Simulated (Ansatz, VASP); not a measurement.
**SnTe in VASP and in Ansatz**

Contents of INCAR:

```
SYSTEM = SnTe
PREC = Accurate
ENCUT = 520
EDIFF = 1E-6
ISMEAR = 0
SIGMA = 0.01
LREAL = .FALSE.
LASPH = .TRUE.
NELM = 60
ALGO = Normal
ISIF = 2
LWAVE = .FALSE.
LCHARG = .TRUE.
GGA = PE
LELF = .TRUE.
LVHAR = .TRUE.
NBANDS = 17
```

KPOINTS

```
regular mesh
0
G
  10 10 10
  0 0 0
```

The input POSCAR:

```
SnTe
1.0
    0.0000000000      3.1410301827      3.1410301827
    3.1410301827      0.0000000000      3.1410301827
    3.1410301827      3.1410301827      0.0000000000
Sn Te
1 1
Direct
    0.0000000000      0.0000000000      0.0000000000
    0.5000000000      0.5000000000      0.5000000000
```

Input for Ansatz:

```yaml
crystal:
  lattice:
    - [0.0, 3.1410301827, 3.1410301827]
    - [3.1410301827, 0.0, 3.1410301827]
    - [3.1410301827, 3.1410301827, 0.0]
  atoms:
    - { symbol: Sn, position: [0.0, 0.0, 0.0] }
    - { symbol: Te, position: [0.5, 0.5, 0.5] }
basis:
  ecutwfc: 420
kpoints:
  mp_grid: { grid: [10, 10, 10] }
hamiltonian:
  xc: pbe
scf:
  occupations: { method: gaussian, width: 0.01 }
output:
  forces: true
  stress: true
  eigenvalues: true
```

Alike in both runs: task single point; functional PBE; k mesh 10 × 10 × 10; occupations gaussian, width 0.01 eV; no spin polarisation.

```csv
,VASP,Ansatz
version,VASP 6.6.1,Ansatz 0.2.0
potentials or method,"VASP PAW PBE potentials, release 64 (Sn_d, Te), cutoff 520 eV","scalar-relativistic, plane waves, PAW"
valence electrons in the cell,20,30
```

VASP gave:

| Item | Value |
| --- | --- |
| gap on the k mesh at the Fermi level (eV) | 0.12 |
| least direct gap on the mesh (eV) | 0.12 |
| pressure (GPa) | 2.7 |

Task: Estimate Ansatz's values.

Result: gap on the k mesh at the Fermi level (eV): 0.12; least direct gap on the mesh (eV): 0.12; pressure (GPa): 2.8.

VASP's potentials hold 20 valence electrons a cell and Ansatz's 30, so a difference there can come from the potentials and not from the codes.

Spin-orbit coupling is off throughout.
